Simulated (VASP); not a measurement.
# Si2Mo (I4/mmm) in VASP: further runs

The runs below take Si2Mo through single point, with PBEsol.

Everything below comes from runs of VASP 6.6.1. Logs are shortened: lines on timing, memory, paths and dates and some standing lists are left out, and cuts for length are marked.

### Step 1. The cell of the first run

The structure is tetragonal, space group I4/mmm (No. 139). Conventional cell: a = 3.084 Å, b = 3.084 Å, c = 7.615 Å, α = 90.00°, β = 90.00°, γ = 90.00°. Within 3.3 Å of Si (site symmetry 4mm) lie 5 Mo at 2.52 to 2.54 Å and 9 Si at 2.53 to 3.08 Å. Within 3.3 Å of Mo (site symmetry 4/mmm) lie 10 Si at 2.52 to 2.54 Å and 4 Mo at 3.08 Å.

### Step 2. Single point, PBEsol (12.07 Å³/atom)

INCAR

```
SYSTEM = Si2Mo
PREC = Accurate
ENCUT = 520
EDIFF = 1E-6
ISMEAR = 0
SIGMA = 0.1
LREAL = .False.
LASPH = .True.
NELM = 100
ALGO = Normal
ISIF = 2
LWAVE = .False.
LCHARG = .True.
GGA = PS
LELF = .True.
LVHAR = .True.
NBANDS = 18
```

KPOINTS

```
Automatic mesh
0
Gamma
  18 18 18
  0 0 0
```

POSCAR

```
Si2Mo
1.0
   -1.5420673895      1.5420673895      3.8074024129
    1.5420673895     -1.5420673895      3.8074024129
    1.5420673895      1.5420673895     -3.8074024129
Si Mo
2 1
Direct
    0.3338335004      0.3338335004      0.0000000000
    0.6661664996      0.6661664996      0.0000000000
    0.0000000000      0.0000000000      0.0000000000
```

Potentials or basis: VASP PAW PBE potentials, release 64 (Si, Mo_sv).

Launch:

```console
$ cat potpaw_PBE.64/Si/POTCAR potpaw_PBE.64/Mo_sv/POTCAR > POTCAR
$ mpirun -np 1 vasp_std > vasp.out
```

OUTCAR:

```text
SYSTEM = Si2Mo
   PREC = Accurate
   ENCUT = 520
   EDIFF = 1E-6
   ISMEAR = 0
   LREAL = .False.
   LASPH = .True.
   NELM = 100
   ISIF = 2
   GGA = PS

 ion  position               nearest neighbor table
   1  0.334  0.334  0.000-   3 2.52   3 2.52   3 2.52   3 2.52   2 2.53   2 2.53   2 2.53   2 2.53
                             2 2.53   3 2.54
   2  0.666  0.666  0.000-   3 2.52   3 2.52   3 2.52   3 2.52   1 2.53   1 2.53   1 2.53   1 2.53
                             1 2.53   3 2.54
   3  0.000  0.000  0.000-   2 2.52   2 2.52   2 2.52   1 2.52   1 2.52   1 2.52   2 2.52   1 2.52
                             1 2.54   2 2.54

  LATTYP: Found a body centered tetragonal cell.
 ALAT       =     3.0841347790
 C/A-ratio  =     2.4690246605

  Lattice vectors:

 A1 = (  -1.5420673895,   1.5420673895,   3.8074024129)
 A2 = (   1.5420673895,  -1.5420673895,   3.8074024129)
 A3 = (   1.5420673895,   1.5420673895,  -3.8074024129)

Analysis of symmetry for initial positions (statically):
=====================================================================
 Subroutine PRICEL returns:
 Original cell was already a primitive cell.

 Routine SETGRP: Setting up the symmetry group for a
 body centered tetragonal supercell.

 Subroutine GETGRP returns: Found 16 space group operations
 (whereof 16 operations were pure point group operations)
 out of a pool of 16 trial point group operations.

The static configuration has the point symmetry D_4h.

Analysis of symmetry for dynamics (positions and initial velocities):
=====================================================================
 Subroutine PRICEL returns:
 Original cell was already a primitive cell.

 Routine SETGRP: Setting up the symmetry group for a
 body centered tetragonal supercell.

 Subroutine GETGRP returns: Found 16 space group operations
 (whereof 16 operations were pure point group operations)
 out of a pool of 16 trial point group operations.

The dynamic configuration has the point symmetry D_4h.

 Subroutine INISYM returns: Found 16 space group operations
 (whereof 16 operations are pure point group operations),
 and found     1 'primitive' translations

----------------------------------------------------------------------------------------

                                     Primitive cell

  volume of cell :      36.2156

  direct lattice vectors                    reciprocal lattice vectors
    -1.542067390  1.542067390  3.807402413     0.000000000  0.324240045  0.131323129
     1.542067390 -1.542067390  3.807402413     0.324240045  0.000000000  0.131323129
     1.542067390  1.542067390 -3.807402413     0.324240045  0.324240045  0.000000000

[... 82 lines left out ...]
   LASPH  =      T    aspherical Exc in radial PAW
   ENCUT  =  520.0 eV  38.22 Ry    6.18 a.u.   8.16  8.16  8.16*2*pi/ulx,y,z
   NELM   =    100;   NELMIN=  2; NELMDL= -5     # of ELM steps
   EDIFF  = 0.1E-05   stopping-criterion for ELM
   LREAL  =      F    real-space projection
[... 7 lines left out ...]
   TEBEG  =    0.0;   TEEND  =   0.0 temperature during run
   PSTRESS=    0.0 pullay stress
   NELECT =      22.0000    total number of electrons
   NUPDOWN=      -1.0000    fix difference up-down
   EMIN   =  10.00;   EMAX   =-10.00  energy-range for DOS
   EFERMI =   0.00;   METHOD = LEGACY
   ISMEAR =     0;   SIGMA  =   0.10  broadening in eV -4-tet -1-fermi 0-gaus
   EFERMI_NEDOS =   21; number of points for ismear=-14 and -15
   IALGO  =     38    algorithm
   IMIX   =      4    mixing-type and parameters
     AMIX     =   0.40;   BMIX     =  1.00
     AMIX_MAG =   1.60;   BMIX_MAG =  1.00
  volume/ion in A,a.u.               =      12.07        81.46
  Fermi-wavevector in a.u.,A,eV,Ry     =   1.386492  2.620089 26.155280  1.922359
  Thomas-Fermi vector in A             =   2.510802
   LORBIT       =      0    0 simple, 1 ext, 2 COOP (PROOUT), +10 PAW based schemes
   GGA     = PS    functional components
   LHFCALC =     F    Hartree Fock is set to
   AEXX    =    0.0000 exact exchange contribution
   IVDW    =     0    specifies the selected vdW correction
   LEPSILON=     F    determine dielectric tensor
   LRPA    =     F    only Hartree local field effects (RPA)
 non-spin polarized calculation
 Gauss-broadening in eV      SIGMA  =   0.10
  energy-cutoff  :      520.00
  volume of cell :       36.22
 maximum number of plane-waves:       988
 NGX is ok and might be reduce to    36
   NGX = 17   NGY = 17   NGZ = 17

 number of electron      22.0000001 magnetization

 Free energy of the ion-electron system (eV)
  ---------------------------------------------------
  ext. energy  EPLUGINS =         0.00000000
  ---------------------------------------------------
  free energy    TOTEN  =       -24.80859241 eV

  energy without entropy =      -24.80746518  energy(sigma->0) =      -24.80802879

 E-fermi :  13.8272     XC(G=0): -13.0177

 val. band max:       13.8177489896   @ k =  -0.4444   0.5000   0.2778
 cond. band min:      13.8393604395   @ k =  -0.3889   0.5000   0.3333
 fundamental gap:      0.0216114499
 Fermi energy:        13.8271888299

 k-point     1 :       0.0000    0.0000    0.0000
  band No.  band energies     occupation
      1     -46.6680      2.00000
      2     -20.9485      2.00000
      3     -20.7789      2.00000
      4     -20.7789      2.00000
      5      -0.4513      2.00000
      6       6.7557      2.00000
[... 481 lines left out ...]
      5       0.5023      2.00000
      6       7.0056      2.00000
[... 10 lines left out ...]
     17      20.8723      0.00000
     18      22.7468      0.00000

 [... further k-points ...]

------------------------ aborting loop because EDIFF is reached ----------------------------------------

  FORCE on cell =-STRESS in cart. coord.  units (eV):
  Direction    XX          YY          ZZ          XY          YZ          ZX
  --------------------------------------------------------------------------------------
  -------------------------------------------------------------------------------------
  Total        5.8427753      5.8427753      5.8216421      0.0000000      0.0000000      0.0000000
  in kB      258.4843694    258.4843694    257.5494376      0.0000000      0.0000000      0.0000000
  external PRESSURE =     258.1727255 kB  Pullay stress =       0.0000000 kB

 VOLUME and BASIS-vectors are now :
 -----------------------------------------------------------------------------
  energy-cutoff  :      520.00
  volume of cell :       36.22
      direct lattice vectors                 reciprocal lattice vectors
    -1.542067390  1.542067390  3.807402413     0.000000000  0.324240045  0.131323129
     1.542067390 -1.542067390  3.807402413     0.324240045  0.000000000  0.131323129
     1.542067390  1.542067390 -3.807402413     0.324240045  0.324240045  0.000000000

 POSITION                                       TOTAL-FORCE (eV/Angst)
 -----------------------------------------------------------------------------------
      0.00000      0.00000      2.54208        -0.000000     -0.000000     -0.016459
      0.00000      0.00000      5.07273         0.000000      0.000000      0.016459
      0.00000      0.00000      0.00000        -0.000000     -0.000000      0.000000
 -----------------------------------------------------------------------------------
    total drift:                               -0.000000      0.000000     -0.000000

  FREE ENERGIE OF THE ION-ELECTRON SYSTEM (eV)
  ---------------------------------------------------
  free  energy   TOTEN  =       -24.8085924142 eV

  energy  without entropy=      -24.8074651757  energy(sigma->0) =      -24.80802879
```

It took 5.2 min on 1 thread of Intel Xeon Platinum 8488C (Sapphire Rapids), shared host; peak memory 0.43 GiB.

Results:

* Free energy: -24.8086 eV
* Pressure: 25.8 GPa
* Largest force: 0.016 eV/Å
* Band gap on the k mesh: zero (bands 11 and 12 overlap by 1.03 eV)

Forces in eV/Å, atoms in the order of the input:
```
Si   0.000  0.000 -0.016
Si   0.000  0.000  0.016
Mo   0.000  0.000  0.000
```

Stress tensor (GPa, compression positive):
```
25.85  0.00  0.00
 0.00 25.85  0.00
 0.00  0.00 25.75
```

Caveat: the cell stands under pressure; the PAW data sets were made with another functional, which shifts forces and pressure a little.

### Step 3. Single point, PBEsol (12.47 Å³/atom)

This run uses another cell than the first one, of 12.47 Å³/atom.

INCAR

```
SYSTEM = Si2Mo
PREC     = Accurate       ! precision mode
ENCUT    = 520            ! plane-wave cutoff, eV
EDIFF    = 1E-6           ! SCF threshold, eV
ISMEAR   = 0              ! smearing method
SIGMA    = 0.1            ! smearing width, eV
LREAL    = .False.        ! projectors in reciprocal space
LASPH    = .True.         ! aspherical terms in the spheres
NELM     = 80             ! most SCF steps
ALGO     = Normal         ! electronic algorithm
ISIF     = 2              ! what is computed and relaxed
LWAVE    = .False.        ! write WAVECAR
LCHARG   = .False.        ! write CHGCAR
GGA      = PS             ! functional
NBANDS   = 18             ! bands
```

KPOINTS is that of step 2.

POSCAR

```
Si2Mo
1.0
   -1.5601367293      1.5601367293      3.8423473768
    1.5601367293     -1.5601367293      3.8423473768
    1.5601367293      1.5601367293     -3.8423473768
Si Mo
2 1
Direct
    0.3342383302      0.3342383302      0.0000000000
    0.6657616698      0.6657616698      0.0000000000
    0.0000000000      0.0000000000      0.0000000000
```

Potentials or basis: VASP PAW PBE potentials, release 64 (Si, Mo_sv).

Launch:

```console
$ cat potpaw_PBE.64/Si/POTCAR potpaw_PBE.64/Mo_sv/POTCAR > POTCAR
$ mpirun -np 1 vasp_std > vasp.out
```

Run time: 4.8 min. Hardware: 1 thread of Intel Xeon Platinum 8488C (Sapphire Rapids), shared host; peak memory 0.44 GiB.

Results (log left out):

| Quantity | Value |
| --- | --- |
| Free energy | -24.9638 eV |
| Pressure | 16.0 GPa |
| Largest force | 0.014 eV/Å |
| Band gap on the k mesh | zero (bands 11 and 12 overlap by 1.00 eV) |

Forces in eV/Å, atoms in the order of the input:
```
Si   0.000  0.000 -0.014
Si   0.000  0.000  0.014
Mo   0.000  0.000  0.000
```

Levels at points of the mesh, in eV from the Fermi level:
| k point | band 9 | band 10 | band 11 | band 12 | band 13 | band 14 |
| --- | --- | --- | --- | --- | --- | --- |
| (0.00, 0.00, 0.00) | -2.82 | -2.82 | 0.45 | 2.87 | 3.63 | 3.82 |
| (0.50, 0.00, 0.00) | -2.88 | -2.75 | -0.60 | 2.53 | 3.24 | 4.35 |
| (0.50, 0.50, 0.00) | -4.74 | -3.40 | -1.17 | 2.60 | 3.07 | 3.36 |
| (0.50, 0.50, 0.50) | -0.65 | -0.65 | -0.44 | -0.44 | 0.60 | 4.93 |

Caveat: the cell stands under pressure; the PAW data sets were made with another functional, which shifts forces and pressure a little.

### Step 4. Single point, PBEsol (12.87 Å³/atom)

This run uses another cell than the first one, of 12.87 Å³/atom.

INCAR

```
SYSTEM = Si2Mo
PREC = Accurate
ENCUT = 520
EDIFF = 1E-6
ISMEAR = 0
SIGMA = 0.1
LREAL = .FALSE.
LASPH = .TRUE.
NELM = 60
ALGO = Normal
ISIF = 2
LWAVE = .FALSE.
LCHARG = .TRUE.
GGA = PS
LELF = .TRUE.
LVHAR = .TRUE.
NBANDS = 18
```

KPOINTS

```
Automatic mesh
0
G
  18 18 18
  0 0 0
```

POSCAR

```
Si2Mo
1.0
   -1.5777757631      1.5777757631      3.8768167060
    1.5777757631     -1.5777757631      3.8768167060
    1.5777757631      1.5777757631     -3.8768167060
Si Mo
2 1
Direct
    0.3346646335      0.3346646335      0.0000000000
    0.6653353665      0.6653353665      0.0000000000
    0.0000000000      0.0000000000      0.0000000000
```

Launch:

```console
$ cat potpaw_PBE.64/Si/POTCAR potpaw_PBE.64/Mo_sv/POTCAR > POTCAR
$ mpirun -np 1 vasp_std > vasp.out
```

It took 4.9 min on 1 thread of Intel Xeon Platinum 8488C (Sapphire Rapids), shared host; peak memory 0.45 GiB.

It converged, with:

| Quantity | Value |
| --- | --- |
| Free energy | -25.0509 eV |
| Pressure | 7.6 GPa |
| Largest force | 0.012 eV/Å |
| Band gap on the k mesh | zero (bands 11 and 12 overlap by 0.97 eV) |

Forces on the atoms (eV/Å):
```
Si   0.000  0.000 -0.012
Si   0.000  0.000  0.012
Mo   0.000  0.000  0.000
```

Levels at points of the mesh, in eV from the Fermi level:
```tsv
k point	band 9	band 10	band 11	band 12	band 13	band 14
(0.00, 0.00, 0.00)	-2.73	-2.73	0.41	3.00	3.43	3.69
(0.50, 0.00, 0.00)	-2.75	-2.68	-0.56	2.40	3.19	4.29
(0.50, 0.50, 0.00)	-4.61	-3.25	-1.20	2.46	2.91	3.27
(0.50, 0.50, 0.50)	-0.62	-0.62	-0.45	-0.45	0.56	4.85
```

Caveat: the cell stands under pressure; the PAW data sets were made with another functional, which shifts forces and pressure a little.

[end of part 1 of 2]

The gap in the log of VASP goes by the Fermi energy; the results here count the filled bands.